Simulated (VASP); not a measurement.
# C (Fd-3m) in VASP: a series of runs, part 2 of 2

VASP 6.6.1. Earlier steps stand in the parts before.

**5. Single point, r2SCAN+D4**

This run uses another cell than the first one, of 5.79 Å³/atom.

POSCAR

```
C
1.0
    0.0000000000      1.7951807415      1.7951807415
    1.7951807415      0.0000000000      1.7951807415
    1.7951807415      1.7951807415      0.0000000000
C
2
Direct
    0.7500000000      0.7500000000      0.7500000000
    0.5000000000      0.5000000000      0.5000000000
```

INCAR.step1

```
  PREC = Accurate
  ENCUT = 1430
  ISMEAR = -1
  SIGMA = 0.05
  LREAL = F
  LASPH = T
  NELM = 120
  NBANDS = 11
  GGA = PE
  ALGO = Normal
  EDIFF = 1E-5
  LWAVE = T
  LCHARG = F
  GGA_COMPAT = F
```

INCAR.step2

```
  PREC = Accurate
  ENCUT = 1430
  EDIFF = 1E-6
  ISMEAR = -1
  SIGMA = 0.05
  LREAL = F
  LASPH = T
  NELM = 120
  ALGO = Normal
  ISIF = 2
  LWAVE = F
  LCHARG = F
  METAGGA = R2SCAN
  LMIXTAU = T
  IVDW = 13
  VDW_S6 = 1.0
  VDW_S8 = 0.6018749
  VDW_A1 = 0.51559235
  VDW_A2 = 5.77342911
  NBANDS = 11
  ISTART = 1
  GGA_COMPAT = F
```

KPOINTS

```
Automatic mesh
0
Gamma
  13 13 13
```

Potentials or basis: VASP PAW PBE potentials, release 64 (C_h).

Started as:

```console
cat potpaw_PBE.64/C_h/POTCAR > POTCAR
cp INCAR.step1 INCAR
mpirun -np 1 vasp_std > vasp.out
cp INCAR.step2 INCAR
mpirun -np 1 vasp_std > vasp.out
```

OUTCAR:

```text
PREC = Accurate
   ENCUT = 1430
   EDIFF = 1E-6
   ISMEAR = -1
   LREAL = F
   LASPH = T
   NELM = 120
   ISIF = 2
   METAGGA = R2SCAN
   IVDW = 13
   ISTART = 1

 ion  position               nearest neighbor table
   1  0.750  0.750  0.750-
   2  0.500  0.500  0.500-

  LATTYP: Found a face centered cubic cell.
 ALAT       =     3.5903614830

  Lattice vectors:

 A1 = (   0.0000000000,   1.7951807415,   1.7951807415)
 A2 = (   1.7951807415,   0.0000000000,   1.7951807415)
 A3 = (   1.7951807415,   1.7951807415,   0.0000000000)

Analysis of symmetry for initial positions (statically):
=====================================================================
 Subroutine PRICEL returns:
 Original cell was already a primitive cell.

 Routine SETGRP: Setting up the symmetry group for a
 face centered cubic supercell.

 Subroutine GETGRP returns: Found 48 space group operations
 (whereof 24 operations were pure point group operations)
 out of a pool of 48 trial point group operations.

The static configuration has the point symmetry T_d .
 The point group associated with its full space group is O_h .

Analysis of symmetry for dynamics (positions and initial velocities):
=====================================================================
 Subroutine PRICEL returns:
[... 174 lines left out ...]
      9      30.7273      0.00000
     10      37.7337      0.00000
     11      37.7337      0.00000
[... 309 lines left out ...]
 k-point    24 :       0.4615    0.1538    0.0000
  band No.  band energies     occupation
      1      -6.6680      2.00000
      2      -1.0971      2.00000
      3       5.9574      2.00000
      4       6.5521      2.00000
      5      17.9717      0.00000
      6      21.6413      0.00000
      7      21.7506      0.00000
      8      25.1510      0.00000
      9      32.1557      0.00000
     10      34.8181      0.00000
     11      38.6472      0.00000

 [... further k-points ...]

------------------------ aborting loop because EDIFF is reached ----------------------------------------

  DFT-D4 for vdW energy calculation

  Edisp (eV):   -0.17349

  FORCE on cell =-STRESS in cart. coord.  units (eV):
  Direction    XX          YY          ZZ          XY          YZ          ZX
  --------------------------------------------------------------------------------------
  -------------------------------------------------------------------------------------
  Total      -0.97723    -0.97723    -0.97723    -0.00000     0.00000    -0.00000
  in kB    -135.31732  -135.31732  -135.31732    -0.00000     0.00000    -0.00000
  external pressure =     -135.32 kB  Pullay stress =        0.00 kB

 VOLUME and BASIS-vectors are now :
 -----------------------------------------------------------------------------
  energy-cutoff  :     1430.00
  volume of cell :       11.57
      direct lattice vectors                 reciprocal lattice vectors
     0.000000000  1.795180742  1.795180742    -0.278523487  0.278523487  0.278523487
     1.795180742  0.000000000  1.795180742     0.278523487 -0.278523487  0.278523487
     1.795180742  1.795180742  0.000000000     0.278523487  0.278523487 -0.278523487

 POSITION                                       TOTAL-FORCE (eV/Angst)
 -----------------------------------------------------------------------------------
      2.69277      2.69277      2.69277         0.000000      0.000000      0.000000
      1.79518      1.79518      1.79518        -0.000000     -0.000000     -0.000000
 -----------------------------------------------------------------------------------
    total drift:                               -0.000000     -0.000000      0.000000

  FREE ENERGIE OF THE ION-ELECTRON SYSTEM (eV)
  ---------------------------------------------------
  free  energy   TOTEN  =       -19.8854758613 eV

  energy  without entropy=      -19.8854758613  energy(sigma->0) =      -19.88547586
```

Wall time 43 s (1 thread of Intel Xeon 6975P-C (Granite Rapids), shared host); peak memory 0.19 GiB.

What came out:

```
Free energy                : -19.8855 eV
Pressure                   : -13.5 GPa
Band gap on the k mesh     : 4.32 eV (least direct gap 5.82 eV)
Dispersion energy per atom : -0.087 eV
```

Levels at points of the mesh, in eV from the valence-band top:
```csv
k point,band 1,band 2,band 3,band 4,band 5,band 6,band 7,band 8
"(0.00, 0.00, 0.00)",-22.40,0.00,0.00,0.00,5.82,5.82,5.82,13.38
```

Caveat: the cell stands under tension; the PAW data sets were made with another functional, which shifts forces and pressure a little; an odd mesh through Γ misses points on the zone boundary, where band edges can lie. r2SCAN opens gaps a little over a GGA but as a rule still falls short of measured ones.

**6. Single point, r2SCAN+rVV10**

This run uses another cell than the first one, of 5.56 Å³/atom.

POSCAR

```
C
1.0
    0.0000000000      1.7714007132      1.7714007132
    1.7714007132      0.0000000000      1.7714007132
    1.7714007132      1.7714007132      0.0000000000
C
2
Direct
    0.7500000000      0.7500000000      0.7500000000
    0.5000000000      0.5000000000      0.5000000000
```

INCAR.step1

```
ALGO = Normal
EDIFF = 1E-5
ENCUT = 1430
GGA = PE
GGA_COMPAT = False
ISMEAR = -1
LASPH = True
LCHARG = False
LREAL = False
LWAVE = True
NBANDS = 11
NELM = 120
PREC = Accurate
SIGMA = 0.05
```

INCAR.step2

```
ALGO = Normal
BPARAM = 11.95
CPARAM = 0.0093
EDIFF = 1E-6
ENCUT = 1430
GGA_COMPAT = False
ISIF = 2
ISMEAR = -1
ISTART = 1
IVDW_NL = 2
LASPH = True
LCHARG = False
LMIXTAU = True
LREAL = False
LUSE_VDW = True
LWAVE = False
METAGGA = R2SCAN
NBANDS = 11
NELM = 120
PREC = Accurate
SIGMA = 0.05
```

KPOINTS

```
k-points
0
Gamma
  13 13 13
```

Potentials or basis: VASP PAW PBE potentials, release 64 (C_h).

Started as:

```console
cat potpaw_PBE.64/C_h/POTCAR > POTCAR
cp INCAR.step1 INCAR
mpirun -np 1 vasp_std > vasp.out
cp INCAR.step2 INCAR
mpirun -np 1 vasp_std > vasp.out
```

OUTCAR:

```text
BPARAM = 11.95
   EDIFF = 1E-6
   ENCUT = 1430
   ISIF = 2
   ISMEAR = -1
   ISTART = 1
   IVDW_NL = 2
   LASPH = True
   LREAL = False
   METAGGA = R2SCAN
   NELM = 120
   PREC = Accurate

 ion  position               nearest neighbor table
   1  0.750  0.750  0.750-
   2  0.500  0.500  0.500-

  LATTYP: Found a face centered cubic cell.
 ALAT       =     3.5428014264

  Lattice vectors:

 A1 = (   0.0000000000,   1.7714007132,   1.7714007132)
 A2 = (   1.7714007132,   0.0000000000,   1.7714007132)
 A3 = (   1.7714007132,   1.7714007132,   0.0000000000)

Analysis of symmetry for initial positions (statically):
=====================================================================
 Subroutine PRICEL returns:
 Original cell was already a primitive cell.

 Routine SETGRP: Setting up the symmetry group for a
 face centered cubic supercell.

 Subroutine GETGRP returns: Found 48 space group operations
 (whereof 24 operations were pure point group operations)
 out of a pool of 48 trial point group operations.

The static configuration has the point symmetry T_d .
 The point group associated with its full space group is O_h .

Analysis of symmetry for dynamics (positions and initial velocities):
=====================================================================
 Subroutine PRICEL returns:
 Original cell was already a primitive cell.

 Routine SETGRP: Setting up the symmetry group for a
 face centered cubic supercell.

 Subroutine GETGRP returns: Found 48 space group operations
 (whereof 24 operations were pure point group operations)
 out of a pool of 48 trial point group operations.

The dynamic configuration has the point symmetry T_d .
 The point group associated with its full space group is O_h .

 Subroutine INISYM returns: Found 48 space group operations
 (whereof 24 operations are pure point group operations),
 and found     1 'primitive' translations

[... 120 lines left out ...]
   LHFCALC =     F    Hartree Fock is set to
   AEXX    =    0.0000 exact exchange contribution
   IVDW_NL    =     2    kernel type
   BPARAM     =11.9500
   IVDW    =     0    specifies the selected vdW correction
   LEPSILON=     F    determine dielectric tensor
   LRPA    =     F    only Hartree local field effects (RPA)
 non-spin polarized calculation
  energy-cutoff  :     1430.00
  volume of cell :       11.12
 maximum number of plane-waves:      1381
   NGX = 15   NGY = 15   NGZ = 15

 number of electron       8.0000000 magnetization

 Free energy of the ion-electron system (eV)
  ---------------------------------------------------
  ext. energy  EPLUGINS =         0.00000000
  ---------------------------------------------------
  free energy    TOTEN  =       -19.62525339 eV

  energy without entropy =      -19.62525339  energy(sigma->0) =      -19.62525339

 E-fermi :  12.1130     XC(G=0): -14.4138

 val. band max:       11.2328487016   @ k =   0.0000   0.0000   0.0000
 cond. band min:      15.6149509196   @ k =   0.3846   0.3846   0.0000
 fundamental gap:      4.3821022180
 Fermi energy:        12.1130477969

 k-point     1 :       0.0000    0.0000    0.0000
  band No.  band energies     occupation
      1     -11.7340      2.00000
      2      11.2328      2.00000
      3      11.2328      2.00000
      4      11.2328      2.00000
      5      17.1623      0.00000
      6      17.1623      0.00000
      7      17.1623      0.00000
      8      25.5644      0.00000
      9      31.8300      0.00000
     10      38.7958      0.00000
     11      38.7958      0.00000
[... 309 lines left out ...]
 k-point    24 :       0.4615    0.1538    0.0000
  band No.  band energies     occupation
      1      -6.4335      2.00000
      2      -0.8121      2.00000
      3       6.4531      2.00000
      4       7.0244      2.00000
      5      18.7505      0.00000
      6      22.5495      0.00000
      7      22.8985      0.00000
      8      26.1536      0.00000
      9      33.2586      0.00000
     10      36.1935      0.00000
     11      39.8519      0.00000

 [... further k-points ...]

------------------------ aborting loop because EDIFF is reached ----------------------------------------

  FORCE on cell =-STRESS in cart. coord.  units (eV):
  Direction    XX          YY          ZZ          XY          YZ          ZX
  --------------------------------------------------------------------------------------
  -------------------------------------------------------------------------------------
  Total        0.3586138      0.3586138      0.3586138     -0.0000000      0.0000000      0.0000000
  in kB       51.6841204     51.6841204     51.6841204     -0.0000000      0.0000000      0.0000000
  external PRESSURE =      51.6841204 kB  Pullay stress =       0.0000000 kB

 VOLUME and BASIS-vectors are now :
 -----------------------------------------------------------------------------
  energy-cutoff  :     1430.00
  volume of cell :       11.12
      direct lattice vectors                 reciprocal lattice vectors
     0.000000000  1.771400713  1.771400713    -0.282262503  0.282262503  0.282262503
     1.771400713  0.000000000  1.771400713     0.282262503 -0.282262503  0.282262503
     1.771400713  1.771400713  0.000000000     0.282262503  0.282262503 -0.282262503

 POSITION                                       TOTAL-FORCE (eV/Angst)
 -----------------------------------------------------------------------------------
      2.65710      2.65710      2.65710         0.000000     -0.000000      0.000000
      1.77140      1.77140      1.77140        -0.000000      0.000000     -0.000000
 -----------------------------------------------------------------------------------
    total drift:                               -0.000000     -0.000000      0.000000

  FREE ENERGIE OF THE ION-ELECTRON SYSTEM (eV)
  ---------------------------------------------------
  free  energy   TOTEN  =       -19.6252533908 eV

  energy  without entropy=      -19.6252533907  energy(sigma->0) =      -19.62525339
```

OSZICAR.step1:

```text
N       E                     dE             d eps       ncg     rms          rms(c)
DAV:   1     0.241861797253E+02    0.24186E+02   -0.84423E+03  1848   0.157E+03
DAV:   2    -0.173408669421E+02   -0.41527E+02   -0.38957E+02  2583   0.211E+02
DAV:   3    -0.188595576974E+02   -0.15187E+01   -0.15130E+01  2268   0.331E+01
DAV:   4    -0.188639482735E+02   -0.43906E-02   -0.43902E-02  2020   0.202E+00
DAV:   5    -0.188639535641E+02   -0.52906E-05   -0.52905E-05  2148   0.746E-02    0.491E+00
DAV:   6    -0.183714969475E+02    0.49246E+00   -0.25271E-01  1920   0.363E+00    0.269E+00
DAV:   7    -0.182042994756E+02    0.16720E+00   -0.31171E-01  2036   0.402E+00    0.359E-01
DAV:   8    -0.182062305964E+02   -0.19311E-02   -0.89179E-03  1955   0.889E-01    0.417E-02
DAV:   9    -0.182062782280E+02   -0.47632E-04   -0.58828E-05  2262   0.695E-02    0.191E-02
DAV:  10    -0.182062957533E+02   -0.17525E-04   -0.14448E-05  2022   0.349E-02    0.250E-03
DAV:  11    -0.182062956327E+02    0.12066E-06   -0.25700E-07   978   0.532E-03
   1 F= -.18206296E+02 E0= -.18206296E+02  d E =-.304498E-10
```

Wall time 87 s (1 thread of AMD EPYC 9R45 (Zen 5), shared host); peak memory 0.29 GiB.

Results:

- Free energy: -19.6253 eV
- Pressure: 5.2 GPa
- Band gap on the k mesh: 4.38 eV (least direct gap 5.93 eV)

Levels at points of the mesh, in eV from the valence-band top:
| k point | band 1 | band 2 | band 3 | band 4 | band 5 | band 6 | band 7 | band 8 | band 9 |
| --- | --- | --- | --- | --- | --- | --- | --- | --- | --- |
| (0.00, 0.00, 0.00) | -22.97 | 0.00 | 0.00 | 0.00 | 5.93 | 5.93 | 5.93 | 14.33 | 20.60 |

Caveat: the cell stands under pressure; the PAW data sets were made with another functional, which shifts forces and pressure a little; an odd mesh through Γ misses points on the zone boundary, where band edges can lie.

**7. Summary**

| level | potentials or basis | cell | k mesh | cutoff (eV) | grid for exact exchange (PRECFOCK) | share of exact exchange | screening parameter | gap on the mesh (eV) | pressure (GPa) |
| --- | --- | --- | --- | --- | --- | --- | --- | --- | --- |
| r2SCAN50 | VASP PAW PBE potentials, release 64 (C) | a = 2.522 Å, angles 60.0°, 2 atoms | 7 × 7 × 7 | 520 | Normal | 0.5 | - | 8.12 | -17.1 |
| HSE06 | VASP PAW PBE potentials, release 64 (C) | a = 2.471 Å, angles 60.0°, 2 atoms | 8 × 8 × 8 | 520 | Normal | 0.25 | 0.2079 1/Å | 5.43 | 23.5 |
| PBE0 | VASP PAW PBE potentials, release 64 (C) | a = 2.471 Å, angles 60.0°, 2 atoms | 8 × 8 × 8 | 520 | Normal | 0.25 | - | 6.20 | 23.3 |
| r2SCAN+D4 | VASP PAW PBE potentials, release 64 (C_h) | a = 2.539 Å, angles 60.0°, 2 atoms | 13 × 13 × 13 | 1430 | - | - | - | 4.32 | -13.5 |
| r2SCAN+rVV10 | VASP PAW PBE potentials, release 64 (C_h) | a = 2.505 Å, angles 60.0°, 2 atoms | 13 × 13 × 13 | 1430 | - | - | - | 4.38 | 5.2 |

Alike in all rows: task single point; no spin polarisation; smearing fermi-dirac 0.05 eV.

Caveats: some runs use coarse meshes; the PAW data sets were made with another functional, which shifts forces and pressure a little; an odd mesh through Γ misses points on the zone boundary, where band edges can lie (at least some runs); the cell stands under pressure (at least some runs); the cell stands under tension (at least some runs).

Absolute energies hang on the potentials; compare differences alone.
